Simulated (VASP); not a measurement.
Here is a VASP 6.6.1 calculation.

Contents of INCAR:

```
SYSTEM = W
ALGO = Normal
EDIFF = 1E-6
ENCUT = 520
GGA = RP
ISIF = 2
ISMEAR = -5
LASPH = .True.
LCHARG = .False.
LREAL = .False.
LWAVE = .False.
NBANDS = 13
NELM = 80
PREC = Accurate
SIGMA = 0.1
```

Contents of KPOINTS:

```
k-points
0
Gamma
  14 14 14
  0 0 0
```

The input POSCAR:

```
W
1.0
   -1.5990451614      1.5990451614      1.5990451614
    1.5990451614     -1.5990451614      1.5990451614
    1.5990451614      1.5990451614     -1.5990451614
W
1
Direct
    0.0000000000      0.0000000000      0.0000000000
```

Potentials or basis: VASP PAW PBE potentials, release 64 (W_sv).

The run is started by

```sh
$ cat potpaw_PBE.64/W_sv/POTCAR > POTCAR
$ mpirun -np 1 vasp_std > vasp.out
```

Question: Predict the band gap on the k mesh.

Answer: Zero (band 7 reaches 16.01 eV, above the bottom of band 8 at 9.90 eV).

Question: What does it give for the pressure?

Answer: 0.5 GPa.

Caveat: the PAW data sets were made with another functional, which shifts forces and pressure a little; spin-orbit coupling is left out, which moves the levels of the heavy elements; tetrahedron occupations give inexact forces and stress in metals.
